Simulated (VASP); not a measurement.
# NbH (Cmme) in VASP: single point with LDA

Aim: the single point of NbH with LDA.

Everything below comes from runs of VASP 6.6.1. Logs are shortened: lines on timing, memory, paths and dates and some standing lists are left out, and cuts for length are marked.

### Step 1. The cell of the first run

Symmetry: Cmme, No. 67, orthorhombic system. Conventional cell: a = 3.691 Å, b = 4.786 Å, c = 4.804 Å, α = 90.00°, β = 90.00°, γ = 90.00°. Within 2.6 Å of Nb (site symmetry mm2) lie 4 H at 1.99 Å. H (site symmetry 222) has 4 H at 1.85 to 2.39 Å and 4 Nb at 1.99 Å within 2.4 Å.

### Step 2. Single point, LDA

INCAR

```
SYSTEM = NbH
ALGO = Normal ; EDIFF = 1E-6
ENCUT = 520 ; GGA = CA
ISIF = 2 ; ISMEAR = -1
LASPH = .True. ; LCHARG = .True.
LELF = .True. ; LREAL = .False.
LVHAR = .True. ; LWAVE = .False.
NBANDS = 22 ; NELM = 100
PREC = Accurate ; SIGMA = 0.05
```

KPOINTS

```
k-points
0
Gamma
  16 16 10
  0 0 0
```

POSCAR

```
NbH
1.0
    1.8453665700     -2.3932005300      0.0000000000
    1.8453665700      2.3932005300      0.0000000000
    0.0000000000      0.0000000000      4.8042291500
Nb H
2 2
Direct
    0.7500000000      0.2500000000      0.2688388800
    0.2500000000      0.7500000000      0.7311611200
    0.2500000000      0.2500000000      0.0000000000
    0.7500000000      0.7500000000      0.0000000000
```

Potentials or basis: VASP PAW LDA potentials, release 64 (Nb_sv, H).

Launch:

```bash
$ cat potpaw_LDA.64/Nb_sv/POTCAR potpaw_LDA.64/H/POTCAR > POTCAR
$ mpirun -np 1 vasp_std > vasp.out
```

OUTCAR:

```text
SYSTEM = NbH
   EDIFF = 1E-6
   ENCUT = 520
   GGA = CA
   ISIF = 2
   ISMEAR = -1
   LASPH = .True.
   LREAL = .False.
   NELM = 100
   PREC = Accurate

 ion  position               nearest neighbor table
   1  0.750  0.250  0.269-   2 2.89   2 2.89
   2  0.250  0.750  0.731-   1 2.89   1 2.89
   3  0.250  0.250  0.000-
   4  0.750  0.750  0.000-

  LATTYP: Found a base centered orthorhombic cell.
 ALAT       =     3.6907331400
 B/A-ratio  =     1.2968699926
 C/A-ratio  =     1.3017004936

  Lattice vectors:

 A1 = (   1.8453665700,  -2.3932005300,   0.0000000000)
 A2 = (   1.8453665700,   2.3932005300,   0.0000000000)
 A3 = (   0.0000000000,   0.0000000000,   4.8042291500)

Analysis of symmetry for initial positions (statically):
=====================================================================
 Subroutine PRICEL returns:
 Original cell was already a primitive cell.

 Routine SETGRP: Setting up the symmetry group for a
 base centered orthorhombic supercell.

 Subroutine GETGRP returns: Found  8 space group operations
 (whereof  4 operations were pure point group operations)
 out of a pool of  8 trial point group operations.

The static configuration has the point symmetry C_2h.
 The point group associated with its full space group is D_2h.

Analysis of symmetry for dynamics (positions and initial velocities):
=====================================================================
 Subroutine PRICEL returns:
 Original cell was already a primitive cell.

 Routine SETGRP: Setting up the symmetry group for a
 base centered orthorhombic supercell.

 Subroutine GETGRP returns: Found  8 space group operations
 (whereof  4 operations were pure point group operations)
 out of a pool of  8 trial point group operations.

The dynamic configuration has the point symmetry C_2h.
 The point group associated with its full space group is D_2h.

 Subroutine INISYM returns: Found  8 space group operations
 (whereof  4 operations are pure point group operations),
 and found     1 'primitive' translations

----------------------------------------------------------------------------------------

                                     Primitive cell

  volume of cell :      42.4341

  direct lattice vectors                    reciprocal lattice vectors
     1.845366570 -2.393200530  0.000000000     0.270948877 -0.208925242  0.000000000
     1.845366570  2.393200530  0.000000000     0.270948877  0.208925242  0.000000000
     0.000000000  0.000000000  4.804229150     0.000000000  0.000000000  0.208149938

  length of vectors
     3.022050058  3.022050058  4.804229150     0.342144780  0.342144780  0.208149938

  position of ions in fractional coordinates (direct lattice)
     0.750000000  0.250000000  0.268838880
     0.250000000  0.750000000  0.731161120
     0.250000000  0.250000000  0.000000000
     0.750000000  0.750000000  0.000000000

  ion indices of the primitive-cell ions
   primitive index   ion index
                 1           1
                 2           2
                 3           3
                 4           4

----------------------------------------------------------------------------------------

 KPOINTS: k-points

Automatic generation of k-mesh.
 Grid dimensions read from file:
 generate k-points for:   16   16   10

 Generating k-lattice:

  Cartesian coordinates                     Fractional coordinates (reciprocal lattice)
     0.016934305 -0.013057828  0.000000000     0.062500000 -0.000000000  0.000000000
     0.016934305  0.013057828  0.000000000    -0.000000000  0.062500000  0.000000000
     0.000000000  0.000000000  0.020814994     0.000000000  0.000000000  0.100000000

  Length of vectors
     0.021384049  0.021384049  0.020814994

  Shift w.r.t. Gamma in fractional coordinates (k-lattice)
     0.000000000  0.000000000  0.000000000

 Subroutine IBZKPT returns following result:
 ===========================================

 Found    438 irreducible k-points:

 Following reciprocal coordinates:
            Coordinates               Weight
  0.000000  0.000000  0.000000      1.000000
  0.062500 -0.000000  0.000000      4.000000
  0.125000 -0.000000  0.000000      4.000000
  0.187500 -0.000000  0.000000      4.000000
  0.250000 -0.000000  0.000000      4.000000
  0.312500  0.000000  0.000000      4.000000
[... 16 lines left out ...]
 -0.125000  0.062500  0.000000      4.000000
 -0.062500  0.062500  0.000000      2.000000
 [... further k-points ...]
   k-points           NKPTS =    438   k-points in BZ     NKDIM =    438   number of bands    NBANDS=     22
   number of dos      NEDOS =    301   number of ions     NIONS =      4
   total plane-waves  NPLWV =  20736
   dimension x,y,z NGX =    24 NGY =   24 NGZ =   36
   dimension x,y,z NGXF=    48 NGYF=   48 NGZF=   72
   ions per type =               2   2
   NGX,Y,Z   is equivalent  to a cutoff of  13.20, 13.20, 12.46 a.u.
   NGXF,Y,Z  is equivalent  to a cutoff of  26.41, 26.41, 24.91 a.u.
 SYSTEM =  NbH
   PREC   = accura    normal or accurate (medium, high low for compatibility)
   ISTART =      0    job   : 0-new  1-cont  2-samecut
   ICHARG =      2    charge: 1-file 2-atom 10-const
   ISPIN  =      1    spin polarized calculation?
   LNONCOLLINEAR =      F non collinear calculations
   LSORBIT =      F    spin-orbit coupling
   LASPH  =      T    aspherical Exc in radial PAW
   ENCUT  =  520.0 eV  38.22 Ry    6.18 a.u.   5.62  5.62  8.93*2*pi/ulx,y,z
   NELM   =    100;   NELMIN=  2; NELMDL= -5     # of ELM steps
   EDIFF  = 0.1E-05   stopping-criterion for ELM
   LREAL  =      F    real-space projection
   EDIFFG = 0.1E-04   stopping-criterion for IOM
   NSW    =      0    number of steps for IOM
   IBRION =     -1    ionic relax: 0-MD 1-quasi-New 2-CG
   NFREE  =      0    steps in history (QN), initial steepest desc. (CG)
   ISIF   =      2    stress and relaxation
   ISYM   =      2    0-nonsym 1-usesym 2-fastsym
   POTIM  = 0.5000    time-step for ionic-motion
   TEBEG  =    0.0;   TEEND  =   0.0 temperature during run
   PSTRESS=    0.0 pullay stress
   NELECT =      28.0000    total number of electrons
   NUPDOWN=      -1.0000    fix difference up-down
   EMIN   =  10.00;   EMAX   =-10.00  energy-range for DOS
   EFERMI =   0.00;   METHOD = LEGACY
   ISMEAR =    -1;   SIGMA  =   0.05  broadening in eV -4-tet -1-fermi 0-gaus
   EFERMI_NEDOS =   21; number of points for ismear=-14 and -15
   IALGO  =     38    algorithm
   IMIX   =      4    mixing-type and parameters
     AMIX     =   0.40;   BMIX     =  1.00
     AMIX_MAG =   1.60;   BMIX_MAG =  1.00
  volume/ion in A,a.u.               =      10.61        71.59
  Fermi-wavevector in a.u.,A,eV,Ry     =   1.425243  2.693319 27.637768  2.031319
  Thomas-Fermi vector in A             =   2.545648
   LORBIT       =      0    0 simple, 1 ext, 2 COOP (PROOUT), +10 PAW based schemes
   GGA     = CA    functional components
   LHFCALC =     F    Hartree Fock is set to
   AEXX    =    0.0000 exact exchange contribution
   IVDW    =     0    specifies the selected vdW correction
   LEPSILON=     F    determine dielectric tensor
   LRPA    =     F    only Hartree local field effects (RPA)
 non-spin polarized calculation
  energy-cutoff  :      520.00
  volume of cell :       42.43
 maximum number of plane-waves:      1160
   NGX = 11   NGY = 11   NGZ = 17

 number of electron      27.9999998 magnetization

 Free energy of the ion-electron system (eV)
  ---------------------------------------------------
  ext. energy  EPLUGINS =         0.00000000
  ---------------------------------------------------
  free energy    TOTEN  =       -30.33831288 eV

  energy without entropy =      -30.32988534  energy(sigma->0) =      -30.33409911

 E-fermi :  10.1330     XC(G=0): -12.3995

 val. band max:       10.1242627107   @ k =  -0.2500   0.2500   0.5000
 cond. band min:      10.1350180231   @ k =   0.5000   0.5000   0.3000
 fundamental gap:      0.0107553125
 Fermi energy:        10.1330390162

 k-point     1 :       0.0000    0.0000    0.0000
  band No.  band energies     occupation
      1     -44.7028      2.00000
      2     -44.5438      2.00000
      3     -21.3782      2.00000
      4     -20.7648      2.00000
      5     -20.4941      2.00000
      6     -20.4602      2.00000
[... 14 lines left out ...]
     21      14.6845      0.00000
     22      18.6165      0.00000

 k-point     2 :       0.0625   -0.0000    0.0000
  band No.  band energies     occupation
      1     -44.6989      2.00000
      2     -44.5430      2.00000
      3     -21.3672      2.00000
      4     -20.7743      2.00000
      5     -20.5076      2.00000
      6     -20.4629      2.00000
[... 14 lines left out ...]
     21      14.7599      0.00000
     22      18.4897      0.00000

 k-point     3 :       0.1250   -0.0000    0.0000
  band No.  band energies     occupation
      1     -44.6879      2.00000
      2     -44.5408      2.00000
      3     -21.3347      2.00000
      4     -20.8071      2.00000
      5     -20.5357      2.00000
      6     -20.5310      2.00000
[... 14 lines left out ...]
     21      15.1621      0.00000
     22      18.2632      0.00000

 k-point     4 :       0.1875   -0.0000    0.0000
  band No.  band energies     occupation
      1     -44.6706      2.00000
      2     -44.5381      2.00000
      3     -21.2831      2.00000
      4     -20.8699      2.00000
      5     -20.6420      2.00000
      6     -20.5604      2.00000
[... 14 lines left out ...]
     21      15.7053      0.00000
     22      18.0683      0.00000

 k-point     5 :       0.2500   -0.0000    0.0000
  band No.  band energies     occupation
      1     -44.6491      2.00000
      2     -44.5361      2.00000
      3     -21.2170      2.00000
      4     -20.9561      2.00000
      5     -20.7707      2.00000
      6     -20.5801      2.00000
[... 14 lines left out ...]
     21      16.0820      0.00000
     22      18.1596      0.00000

 k-point     6 :       0.3125    0.0000    0.0000
  band No.  band energies     occupation
      1     -44.6252      2.00000
      2     -44.5363      2.00000
      3     -21.1452      2.00000
      4     -21.0469      2.00000
      5     -20.8929      2.00000
      6     -20.6166      2.00000
[... 14 lines left out ...]
     21      16.6374      0.00000
     22      18.3976      0.00000

 k-point     7 :       0.3750   -0.0000    0.0000
  band No.  band energies     occupation
      1     -44.6014      2.00000
      2     -44.5401      2.00000
      3     -21.1221      2.00000
      4     -21.1038      2.00000
      5     -20.9591      2.00000
      6     -20.6760      2.00000
[... 324 lines left out ...]
      6     -20.5843      2.00000
[... 14 lines left out ...]
     21      16.7131      0.00000
     22      18.5303      0.00000

 k-point    21 :      -0.2500    0.0625    0.0000
  band No.  band energies     occupation
      1     -44.6531      2.00000
      2     -44.5293      2.00000
      3     -21.2389      2.00000
      4     -20.9521      2.00000
      5     -20.7713      2.00000
      6     -20.5741      2.00000
[... 14 lines left out ...]
     21      16.0173      0.00000
     22      18.3591      0.00000

 k-point    22 :      -0.1875    0.0625    0.0000
  band No.  band energies     occupation
      1     -44.6730      2.00000
      2     -44.5327      2.00000
      3     -21.2982      2.00000
      4     -20.8678      2.00000
      5     -20.6444      2.00000
      6     -20.5651      2.00000
[... 14 lines left out ...]
     21      15.4935      0.00000
     22      18.3009      0.00000

 k-point    23 :      -0.1250    0.0625    0.0000
  band No.  band energies     occupation
      1     -44.6882      2.00000
      2     -44.5369      2.00000
      3     -21.3414      2.00000
      4     -20.8090      2.00000
      5     -20.5436      2.00000
      6     -20.5381      2.00000
[... 14 lines left out ...]
     21      14.9683      0.00000
     22      18.4230      0.00000

 k-point    24 :      -0.0625    0.0625    0.0000
  band No.  band energies     occupation
      1     -44.6972      2.00000
      2     -44.5406      2.00000
      3     -21.3650      2.00000
      4     -20.7807      2.00000
      5     -20.5177      2.00000
      6     -20.4745      2.00000
[... 14 lines left out ...]
     21      14.6566      0.00000
     22      18.5404      0.00000

 [... further k-points ...]

------------------------ aborting loop because EDIFF is reached ----------------------------------------

  FORCE on cell =-STRESS in cart. coord.  units (eV):
  Direction    XX          YY          ZZ          XY          YZ          ZX
  --------------------------------------------------------------------------------------
  -------------------------------------------------------------------------------------
  Total       -2.7733680     -2.5660866     -2.7189435      0.0000000      0.0000000      0.0000000
  in kB     -104.7134883    -96.8872069   -102.6585943      0.0000000      0.0000000      0.0000000
  external PRESSURE =    -101.4197632 kB  Pullay stress =       0.0000000 kB

 VOLUME and BASIS-vectors are now :
 -----------------------------------------------------------------------------
  energy-cutoff  :      520.00
  volume of cell :       42.43
      direct lattice vectors                 reciprocal lattice vectors
     1.845366570 -2.393200530  0.000000000     0.270948877 -0.208925242  0.000000000
     1.845366570  2.393200530  0.000000000     0.270948877  0.208925242  0.000000000
     0.000000000  0.000000000  4.804229150     0.000000000  0.000000000  0.208149938

 POSITION                                       TOTAL-FORCE (eV/Angst)
 -----------------------------------------------------------------------------------
      1.84537     -1.19660      1.29156        -0.000000      0.000000     -0.046263
      1.84537      1.19660      3.51267         0.000000      0.000000      0.046263
      0.92268      0.00000      0.00000        -0.000000      0.000000      0.000000
      2.76805      0.00000      0.00000        -0.000000     -0.000000      0.000000
 -----------------------------------------------------------------------------------
    total drift:                                0.000000      0.000000      0.000000

  FREE ENERGIE OF THE ION-ELECTRON SYSTEM (eV)
  ---------------------------------------------------
  free  energy   TOTEN  =       -30.3383128820 eV

  energy  without entropy=      -30.3298853357  energy(sigma->0) =      -30.33409911
```

It took 2.6 min on 1 thread of Intel Xeon Platinum 8488C (Sapphire Rapids), shared host; peak memory 0.41 GiB.

What came out:

```yaml
Free_energy: -30.3383 eV
Pressure: -10.1 GPa
Largest_force: 0.046 eV/Å
Band_gap_on_the_k_mesh: zero (bands 14 and 15 overlap by 2.67 eV)
```

Forces on the atoms (eV/Å):
```
Nb   0.000  0.000 -0.046
Nb   0.000  0.000  0.046
H    0.000  0.000  0.000
H    0.000  0.000  0.000
```

Stress tensor (GPa, compression positive):
```
-10.47   0.00   0.00
  0.00  -9.69   0.00
  0.00   0.00 -10.27
```

Caveat: the cell stands under tension.
